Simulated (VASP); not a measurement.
# MgO (CsCl type) (Pm-3m) in VASP: further runs, part 2 of 2

VASP 6.6.1. Earlier steps stand in the parts before.

### Step 3. Single point, PBE

Contents of INCAR:

```
SYSTEM = MgO
ALGO     = Normal         ! electronic algorithm
EDIFF    = 1E-6           ! SCF threshold, eV
ENCUT    = 520            ! plane-wave cutoff, eV
GGA      = PE             ! functional
ISIF     = 2              ! what is computed and relaxed
ISMEAR   = -1             ! smearing method
LASPH    = .True.         ! aspherical terms in the spheres
LCHARG   = .False.        ! write CHGCAR
LREAL    = .False.        ! projectors in reciprocal space
LWAVE    = .False.        ! write WAVECAR
NBANDS   = 11             ! bands
NELM     = 60             ! most SCF steps
PREC     = Accurate       ! precision mode
SIGMA    = 0.1            ! smearing width, eV
```

Contents of KPOINTS:

```
k-points
0
Gamma
  15 15 15
  0 0 0
```

Contents of POSCAR:

```
MgO
1.0
    2.3503752850      0.0000000000      0.0000000000
    0.0000000000      2.3503752850      0.0000000000
    0.0000000000      0.0000000000      2.3503752850
Mg O
1 1
Direct
    0.0000000000      0.0000000000      0.0000000000
    0.5000000000      0.5000000000      0.5000000000
```

Potentials or basis: VASP PAW PBE potentials, release 64 (Mg, O).

On the command line:

```sh
cat potpaw_PBE.64/Mg/POTCAR potpaw_PBE.64/O/POTCAR > POTCAR
mpirun -np 1 vasp_std > vasp.out
```

Run time: 23 s. Hardware: 1 thread of AMD EPYC 7R13, shared host; peak memory 0.1 GiB.

It converged, with:

- Free energy: -8.9583 eV
- Pressure: 109.7 GPa
- Band gap on the k mesh: 6.40 eV, direct

Levels at points of the mesh, in eV from the valence-band top:
| k point | band 1 | band 2 | band 3 | band 4 | band 5 | band 6 | band 7 | band 8 | band 9 |
| --- | --- | --- | --- | --- | --- | --- | --- | --- | --- |
| (0.00, 0.00, 0.00) | -21.32 | -1.42 | -1.42 | -1.42 | 6.59 | 10.91 | 10.91 | 26.70 | 26.70 |

### Step 4. Relaxation of cell and atoms, PBE, target pressure 110 GPa, at which the enthalpy is minimised

Contents of INCAR:

```
SYSTEM = MgO
PREC = Accurate
ENCUT = 600
EDIFF = 1E-7
ISMEAR = -1
SIGMA = 0.1
LREAL = .False.
LASPH = .True.
NELM = 60
ALGO = Normal
ISIF = 3
LWAVE = .False.
LCHARG = .False.
GGA = PE
IBRION = 2
NSW = 60
EDIFFG = -0.005
PSTRESS = 1100.0
```

Contents of KPOINTS:

```
Automatic mesh
0
Gamma
  15 15 15
  0 0 0
```

Contents of POSCAR:

```
MgO
1.0
    2.3512979823      0.0000000000      0.0000000000
    0.0000000000      2.3512979823      0.0000000000
    0.0000000000      0.0000000000      2.3512979823
Mg O
1 1
Direct
    0.0000000000      0.0000000000      0.0000000000
    0.5000000000      0.5000000000      0.5000000000
```

Potentials or basis: VASP PAW PBE potentials, release 64 (Mg, O).

On the command line:

```sh
cat potpaw_PBE.64/Mg/POTCAR potpaw_PBE.64/O/POTCAR > POTCAR
mpirun -np 1 vasp_std > vasp.out
```

OUTCAR:

```text
SYSTEM = MgO
   PREC = Accurate
   ENCUT = 600
   EDIFF = 1E-7
   ISMEAR = -1
   LREAL = .False.
   LASPH = .True.
   NELM = 60
   ISIF = 3
   GGA = PE
   IBRION = 2
   NSW = 60
   EDIFFG = -0.005
   PSTRESS = 1100.0

 ion  position               nearest neighbor table
   1  0.000  0.000  0.000-   2 2.04   2 2.04   2 2.04   2 2.04   2 2.04   2 2.04   2 2.04   2 2.04

   2  0.500  0.500  0.500-   1 2.04   1 2.04   1 2.04   1 2.04   1 2.04   1 2.04   1 2.04   1 2.04

  LATTYP: Found a simple cubic cell.
 ALAT       =     2.3512979823

  Lattice vectors:

 A1 = (   2.3512979823,   0.0000000000,   0.0000000000)
 A2 = (   0.0000000000,   2.3512979823,   0.0000000000)
 A3 = (   0.0000000000,   0.0000000000,   2.3512979823)

Analysis of symmetry for initial positions (statically):
=====================================================================
 Subroutine PRICEL returns:
[... 261 lines left out ...]
 cond. band min:      15.1458506126   @ k =   0.4667   0.4667   0.0000
 fundamental gap:      6.4046470827
 Fermi energy:        10.7373965240

 k-point     1 :       0.0000    0.0000    0.0000
  band No.  band energies     occupation
      1     -12.5857      2.00000
      2       7.3181      2.00000
      3       7.3181      2.00000
      4       7.3181      2.00000
      5      15.3529      0.00000
      6      19.6551      0.00000
      7      19.6551      0.00000
      8      35.4701      0.00000
[... 243 lines left out ...]
 k-point    24 :       0.3333    0.2000    0.0000
  band No.  band energies     occupation
      1     -10.5837      2.00000
      2       2.0102      2.00000
      3       5.2166      2.00000
      4       7.9745      2.00000
      5      19.4170      0.00000
      6      21.0196      0.00000
      7      23.7824      0.00000
      8      29.6916      0.00000

 [... further k-points ...]

------------------------ aborting loop because EDIFF is reached ----------------------------------------

  FORCE on cell =-STRESS in cart. coord.  units (eV):
  Direction    XX          YY          ZZ          XY          YZ          ZX
  --------------------------------------------------------------------------------------
  -------------------------------------------------------------------------------------
  Total        8.9031538      8.9031538      8.9031538     -0.0000000     -0.0000000      0.0000000
  in kB     1100.0973709   1100.0973709   1100.0973709     -0.0000000     -0.0000000      0.0000000
  external PRESSURE =       0.0973709 kB  Pullay stress =    1100.0000000 kB
[... 21 lines left out ...]
  energy  without entropy=       -8.9511286735  energy(sigma->0) =       -8.95112867

  enthalpy is  TOTEN    =        -0.0487628608 eV   P V=        8.9023658127

 reached required accuracy - stopping structural energy minimisation
```

OSZICAR:

```text
N       E                     dE             d eps       ncg     rms          rms(c)
DAV:   1     0.200474761314E+02    0.20047E+02   -0.56078E+03  2264   0.105E+03
[... 21 lines left out ...]
DAV:   1    -0.895222082465E+01   -0.48367E-01   -0.27479E-02  1952   0.182E+00    0.248E-01
DAV:   2    -0.895115369816E+01    0.10671E-02   -0.52558E-03  1992   0.601E-01    0.444E-02
DAV:   3    -0.895113522724E+01    0.18471E-04   -0.11117E-04  2368   0.106E-01    0.153E-02
DAV:   4    -0.895112910066E+01    0.61266E-05   -0.62863E-06  2040   0.278E-02    0.305E-03
DAV:   5    -0.895112882018E+01    0.28048E-06   -0.57951E-07  2240   0.628E-03    0.101E-03
DAV:   6    -0.895112866174E+01    0.15844E-06   -0.10980E-08  1064   0.969E-04    0.125E-04
DAV:   7    -0.895112867355E+01   -0.11813E-07   -0.20229E-09  1040   0.447E-04
   3 F= -.48762861E-01 E0= -.48762861E-01  d E =-.136408E-03
```

It took 35 s on 1 thread of AMD EPYC 7R13, shared host; peak memory 0.11 GiB.

What came out:

```
Free energy                                            : -8.9511 eV
Relaxed volume                                         : 6.48 Å³/atom
Relaxed cell                                           : a = 2.349 Å, b = 2.349 Å, c = 2.349 Å, α = 90.00°, β = 90.00°, γ = 90.00°
Space group after relaxing (to 0.05 Å)                 : Pm-3m (No. 221)
Energy change on relaxing (the enthalpy is what falls) : +11.2 meV/atom
Ionic steps                                            : 3
Pressure after relaxing                                : 110.0 GPa
Band gap on the k mesh                                 : 6.40 eV, direct
```

The path:
| step | energy change (eV) | largest force (eV/Å) | pressure (GPa) | volume (Å³) |
| --- | --- | --- | --- | --- |
| 1 | 0.0000 | 0.0000 | 108.67 | 13.00 |
| 2 | 0.0697 | 0.0000 | 112.80 | 12.90 |
| 3 | 0.0224 | 0.0000 | 110.01 | 12.97 |

Final structure:
```cif
data_structure
_symmetry_space_group_name_H-M 'P 1'
_symmetry_Int_Tables_number 1
_cell_length_a 2.3493
_cell_length_b 2.3493
_cell_length_c 2.3493
_cell_angle_alpha 90.000
_cell_angle_beta 90.000
_cell_angle_gamma 90.000
_cell_volume 12.97
loop_
_atom_site_label
_atom_site_type_symbol
_atom_site_fract_x
_atom_site_fract_y
_atom_site_fract_z
_atom_site_occupancy
Mg1 Mg 0.00000 0.00000 0.00000 1
O1 O 0.50000 0.50000 0.50000 1
```

Caveat: the cell is relaxed towards a set pressure, so the enthalpy falls and the energy may rise. A k mesh can miss the band edges.
